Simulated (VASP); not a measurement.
# HfC (P6_3/mmc) in VASP: further runs

HfC is run at these levels: PBEsol; tasks: single point.

Program: VASP 6.6.1. These are calculated values, not measurements. Logs are shortened: lines on timing, memory, paths and dates and some standing lists are left out, and cuts for length are marked.

## (1) The cell of the first run

The structure is hexagonal, space group P6_3/mmc (No. 194). The conventional cell has a = 3.343 Å, b = 3.343 Å, c = 5.203 Å, α = 90.00°, β = 90.00°, γ = 120.00°. Within 3.1 Å of Hf (site symmetry -6m2) lie 6 C at 2.33 Å. Within 3.1 Å of C (site symmetry -3m) lie 6 Hf at 2.33 Å and 2 C at 2.60 Å.

## (2) Single point, PBEsol

File INCAR:

```
SYSTEM = HfC
PREC = Accurate
ENCUT = 520
EDIFF = 1E-6
ISMEAR = -1
SIGMA = 0.05
LREAL = .FALSE.
LASPH = .TRUE.
NELM = 100
ALGO = Normal
ISIF = 2
LWAVE = .FALSE.
LCHARG = .FALSE.
GGA = PS
NBANDS = 22
```

File KPOINTS:

```
regular mesh
0
G
  7 7 4
  0 0 0
```

File POSCAR:

```
HfC
1.0
    3.3428660531      0.0000000000      0.0000000000
   -1.6714330265      2.8950069234      0.0000000000
    0.0000000000      0.0000000000      5.2027140000
Hf C
2 2
Direct
    0.3333333333      0.6666666667      0.2500000000
    0.6666666667      0.3333333333      0.7500000000
    0.0000000000      0.0000000000      0.5000000000
    0.0000000000      0.0000000000      0.0000000000
```

Potentials or basis: VASP PAW PBE potentials, release 64 (Hf_pv, C).

Run with:

```console
> cat potpaw_PBE.64/Hf_pv/POTCAR potpaw_PBE.64/C/POTCAR > POTCAR
> mpirun -np 1 vasp_std > vasp.out
```

OUTCAR:

```text
SYSTEM = HfC
   PREC = Accurate
   ENCUT = 520
   EDIFF = 1E-6
   ISMEAR = -1
   LREAL = .FALSE.
   LASPH = .TRUE.
   NELM = 100
   ISIF = 2
   GGA = PS

 ion  position               nearest neighbor table
   1  0.333  0.667  0.250-   3 2.33   4 2.33   3 2.33   4 2.33   3 2.33   4 2.33   2 3.24   2 3.24
                             2 3.24   2 3.24   2 3.24   2 3.24
   2  0.667  0.333  0.750-   3 2.33   4 2.33   3 2.33   4 2.33   3 2.33   4 2.33   1 3.24   1 3.24
                             1 3.24   1 3.24   1 3.24   1 3.24
   3  0.000  0.000  0.500-   1 2.33   2 2.33   1 2.33   2 2.33   2 2.33   1 2.33
   4  0.000  0.000  0.000-   1 2.33   2 2.33   1 2.33   2 2.33   2 2.33   1 2.33

  LATTYP: Found a hexagonal cell.
 ALAT       =     3.3428660531
 C/A-ratio  =     1.5563632875

  Lattice vectors:

 A1 = (   3.3428660531,   0.0000000000,   0.0000000000)
 A2 = (  -1.6714330265,   2.8950069234,   0.0000000000)
 A3 = (   0.0000000000,   0.0000000000,   5.2027140000)

Analysis of symmetry for initial positions (statically):
=====================================================================
 Subroutine PRICEL returns:
 Original cell was already a primitive cell.

 Routine SETGRP: Setting up the symmetry group for a
 hexagonal supercell.

 Subroutine GETGRP returns: Found 24 space group operations
 (whereof 12 operations were pure point group operations)
 out of a pool of 24 trial point group operations.

The static configuration has the point symmetry D_3d.
 The point group associated with its full space group is D_6h.

Analysis of symmetry for dynamics (positions and initial velocities):
=====================================================================
 Subroutine PRICEL returns:
 Original cell was already a primitive cell.

 Routine SETGRP: Setting up the symmetry group for a
 hexagonal supercell.

 Subroutine GETGRP returns: Found 24 space group operations
 (whereof 12 operations were pure point group operations)
 out of a pool of 24 trial point group operations.

The dynamic configuration has the point symmetry D_3d.
 The point group associated with its full space group is D_6h.

 Subroutine INISYM returns: Found 24 space group operations
 (whereof 12 operations are pure point group operations),
 and found     1 'primitive' translations

----------------------------------------------------------------------------------------

                                     Primitive cell

  volume of cell :      50.3499

  direct lattice vectors                    reciprocal lattice vectors
     3.342866053  0.000000000  0.000000000     0.299144502  0.172711159  0.000000000
    -1.671433026  2.895006923  0.000000000     0.000000000  0.345422317  0.000000000
     0.000000000  0.000000000  5.202714000     0.000000000  0.000000000  0.192207375

  length of vectors
     3.342866053  3.342866053  5.202714000     0.345422317  0.345422317  0.192207375

  position of ions in fractional coordinates (direct lattice)
     0.333333333  0.666666667  0.250000000
     0.666666667  0.333333333  0.750000000
     0.000000000  0.000000000  0.500000000
     0.000000000  0.000000000  0.000000000

  ion indices of the primitive-cell ions
   primitive index   ion index
                 1           1
                 2           2
                 3           3
                 4           4

----------------------------------------------------------------------------------------

 KPOINTS: regular mesh

Automatic generation of k-mesh.
 Grid dimensions read from file:
 generate k-points for:    7    7    4

 Generating k-lattice:

  Cartesian coordinates                     Fractional coordinates (reciprocal lattice)
     0.042734929  0.024673023  0.000000000     0.142857143  0.000000000  0.000000000
     0.000000000  0.049346045  0.000000000     0.000000000  0.142857143  0.000000000
     0.000000000  0.000000000  0.048051844     0.000000000  0.000000000  0.250000000

  Length of vectors
     0.049346045  0.049346045  0.048051844

  Shift w.r.t. Gamma in fractional coordinates (k-lattice)
     0.000000000  0.000000000  0.000000000

 Subroutine IBZKPT returns following result:
 ===========================================

 Found     24 irreducible k-points:

 Following reciprocal coordinates:
            Coordinates               Weight
  0.000000  0.000000  0.000000      1.000000
  0.142857 -0.000000  0.000000      6.000000
  0.285714  0.000000  0.000000      6.000000
  0.428571  0.000000  0.000000      6.000000
  0.142857  0.142857  0.000000      6.000000
  0.285714  0.142857  0.000000     12.000000
[... 16 lines left out ...]
  0.428571  0.142857  0.500000      6.000000
  0.285714  0.285714  0.500000      6.000000
   k-points           NKPTS =     24   k-points in BZ     NKDIM =     24   number of bands    NBANDS=     22
   number of dos      NEDOS =    301   number of ions     NIONS =      4
   total plane-waves  NPLWV =  31360
   dimension x,y,z NGX =    28 NGY =   28 NGZ =   40
   dimension x,y,z NGXF=    56 NGYF=   56 NGZF=   80
   ions per type =               2   2
   NGX,Y,Z   is equivalent  to a cutoff of  13.92, 13.92, 12.78 a.u.
   NGXF,Y,Z  is equivalent  to a cutoff of  27.85, 27.85, 25.56 a.u.
 SYSTEM =  HfC
   PREC   = accura    normal or accurate (medium, high low for compatibility)
   ISTART =      0    job   : 0-new  1-cont  2-samecut
   ICHARG =      2    charge: 1-file 2-atom 10-const
   ISPIN  =      1    spin polarized calculation?
   LNONCOLLINEAR =      F non collinear calculations
   LSORBIT =      F    spin-orbit coupling
   LASPH  =      T    aspherical Exc in radial PAW
   ENCUT  =  520.0 eV  38.22 Ry    6.18 a.u.   6.22  6.22  9.67*2*pi/ulx,y,z
   NELM   =    100;   NELMIN=  2; NELMDL= -5     # of ELM steps
   EDIFF  = 0.1E-05   stopping-criterion for ELM
   LREAL  =      F    real-space projection
   EDIFFG = 0.1E-04   stopping-criterion for IOM
   NSW    =      0    number of steps for IOM
   IBRION =     -1    ionic relax: 0-MD 1-quasi-New 2-CG
   NFREE  =      0    steps in history (QN), initial steepest desc. (CG)
   ISIF   =      2    stress and relaxation
   ISYM   =      2    0-nonsym 1-usesym 2-fastsym
   POTIM  = 0.5000    time-step for ionic-motion
   TEBEG  =    0.0;   TEEND  =   0.0 temperature during run
   PSTRESS=    0.0 pullay stress
   NELECT =      28.0000    total number of electrons
   NUPDOWN=      -1.0000    fix difference up-down
   EMIN   =  10.00;   EMAX   =-10.00  energy-range for DOS
   EFERMI =   0.00;   METHOD = LEGACY
   ISMEAR =    -1;   SIGMA  =   0.05  broadening in eV -4-tet -1-fermi 0-gaus
   EFERMI_NEDOS =   21; number of points for ismear=-14 and -15
   IALGO  =     38    algorithm
   IMIX   =      4    mixing-type and parameters
     AMIX     =   0.40;   BMIX     =  1.00
     AMIX_MAG =   1.60;   BMIX_MAG =  1.00
  volume/ion in A,a.u.               =      12.59        84.94
  Fermi-wavevector in a.u.,A,eV,Ry     =   1.346257  2.544057 24.659309  1.812408
  Thomas-Fermi vector in A             =   2.474104
   LORBIT       =      0    0 simple, 1 ext, 2 COOP (PROOUT), +10 PAW based schemes
   GGA     = PS    functional components
   LHFCALC =     F    Hartree Fock is set to
   AEXX    =    0.0000 exact exchange contribution
   IVDW    =     0    specifies the selected vdW correction
   LEPSILON=     F    determine dielectric tensor
   LRPA    =     F    only Hartree local field effects (RPA)
 non-spin polarized calculation
  energy-cutoff  :      520.00
  volume of cell :       50.35
 maximum number of plane-waves:      1375
 NGX is ok and might be reduce to    28
   NGX = 13   NGY = 13   NGZ = 19

 number of electron      28.0000002 magnetization

 Free energy of the ion-electron system (eV)
  ---------------------------------------------------
  ext. energy  EPLUGINS =         0.00000000
  ---------------------------------------------------
  free energy    TOTEN  =       -43.60164421 eV

  energy without entropy =      -43.59734837  energy(sigma->0) =      -43.59949629

 E-fermi :   6.1882     XC(G=0): -12.4124

 val. band max:        6.0592717005   @ k =   0.1429   0.1429   0.2500
 cond. band min:       6.2645862378   @ k =   0.2857   0.2857   0.0000
 fundamental gap:      0.2053145373
 Fermi energy:         6.1881765207

 k-point     1 :       0.0000    0.0000    0.0000
  band No.  band energies     occupation
      1     -24.2957      2.00000
      2     -23.7290      2.00000
      3     -23.7290      2.00000
      4     -23.6384      2.00000
      5     -23.6384      2.00000
      6     -23.5485      2.00000
[... 14 lines left out ...]
     21      10.2806      0.00000
     22      14.4098      0.00000

 k-point     2 :       0.1429   -0.0000    0.0000
  band No.  band energies     occupation
      1     -24.2487      2.00000
      2     -23.8218      2.00000
      3     -23.7633      2.00000
      4     -23.7243      2.00000
      5     -23.6432      2.00000
      6     -23.5671      2.00000
[... 14 lines left out ...]
     21      11.4361      0.00000
     22      13.5638      0.00000

 k-point     3 :       0.2857    0.0000    0.0000
  band No.  band energies     occupation
      1     -24.1272      2.00000
      2     -24.0317      2.00000
      3     -23.9035      2.00000
      4     -23.8310      2.00000
      5     -23.6630      2.00000
      6     -23.6241      2.00000
[... 14 lines left out ...]
     21      12.8585      0.00000
     22      13.0978      0.00000
[... 476 lines left out ...]
 k-point    23 :       0.4286    0.1429    0.5000
  band No.  band energies     occupation
      1     -24.2158      2.00000
      2     -24.2158      2.00000
      3     -23.8824      2.00000
      4     -23.8824      2.00000
      5     -23.6925      2.00000
      6     -23.6925      2.00000
[... 14 lines left out ...]
     21      14.1823      0.00000
     22      14.1857      0.00000

 k-point    24 :       0.2857    0.2857    0.5000
  band No.  band energies     occupation
      1     -24.1560      2.00000
      2     -24.1560      2.00000
      3     -23.9825      2.00000
      4     -23.9825      2.00000
      5     -23.6741      2.00000
      6     -23.6741      2.00000
[... 14 lines left out ...]
     21      13.5155      0.00000
     22      13.5155      0.00000

------------------------ aborting loop because EDIFF is reached ----------------------------------------

  FORCE on cell =-STRESS in cart. coord.  units (eV):
  Direction    XX          YY          ZZ          XY          YZ          ZX
  --------------------------------------------------------------------------------------
  -------------------------------------------------------------------------------------
  Total       -3.0568424     -3.0568424     -1.3389004     -0.0000000      0.0000000      0.0000000
  in kB      -97.2713849    -97.2713849    -42.6049743     -0.0000000      0.0000000      0.0000000
  external PRESSURE =     -79.0492480 kB  Pullay stress =       0.0000000 kB

 VOLUME and BASIS-vectors are now :
 -----------------------------------------------------------------------------
  energy-cutoff  :      520.00
  volume of cell :       50.35
      direct lattice vectors                 reciprocal lattice vectors
     3.342866053  0.000000000  0.000000000     0.299144502  0.172711159  0.000000000
    -1.671433026  2.895006923  0.000000000     0.000000000  0.345422317  0.000000000
     0.000000000  0.000000000  5.202714000     0.000000000  0.000000000  0.192207375

 POSITION                                       TOTAL-FORCE (eV/Angst)
 -----------------------------------------------------------------------------------
     -0.00000      1.93000      1.30068        -0.000000      0.000000      0.000000
      1.67143      0.96500      3.90204         0.000000     -0.000000      0.000000
      0.00000      0.00000      2.60136         0.000000      0.000000      0.000000
      0.00000      0.00000      0.00000         0.000000      0.000000      0.000000
 -----------------------------------------------------------------------------------
    total drift:                               -0.000000      0.000000     -0.000000

  FREE ENERGIE OF THE ION-ELECTRON SYSTEM (eV)
  ---------------------------------------------------
  free  energy   TOTEN  =       -43.6016442098 eV

  energy  without entropy=      -43.5973483716  energy(sigma->0) =      -43.59949629
```

It took 16 s on 1 thread of Intel Xeon Platinum 8488C (Sapphire Rapids), shared host; peak memory 0.18 GiB.

Results:

| Property | Result |
| --- | --- |
| Free energy | -43.6016 eV |
| Pressure | -7.9 GPa |
| Band gap on the k mesh | zero (band 14 reaches 7.25 eV, above the bottom of band 15 at 6.06 eV) |

Levels at points of the mesh, in eV from the Fermi level:
| k point | band 10 | band 11 | band 12 | band 13 | band 14 | band 15 | band 16 | band 17 | band 18 | band 19 |
| --- | --- | --- | --- | --- | --- | --- | --- | --- | --- | --- |
| (0.00, 0.00, 0.00) | -3.03 | -3.03 | -1.12 | -1.12 | 1.06 | 1.49 | 1.49 | 1.96 | 1.96 | 2.40 |
| (0.00, 0.00, 0.50) | -3.01 | -2.58 | -2.58 | -2.58 | -2.58 | 4.03 | 4.03 | 4.03 | 4.03 | 4.13 |

Caveat: the PAW data sets were made with another functional, which shifts forces and pressure a little; spin-orbit coupling is left out, which moves the levels of the heavy elements.

(Continued in part 2 of 2.)
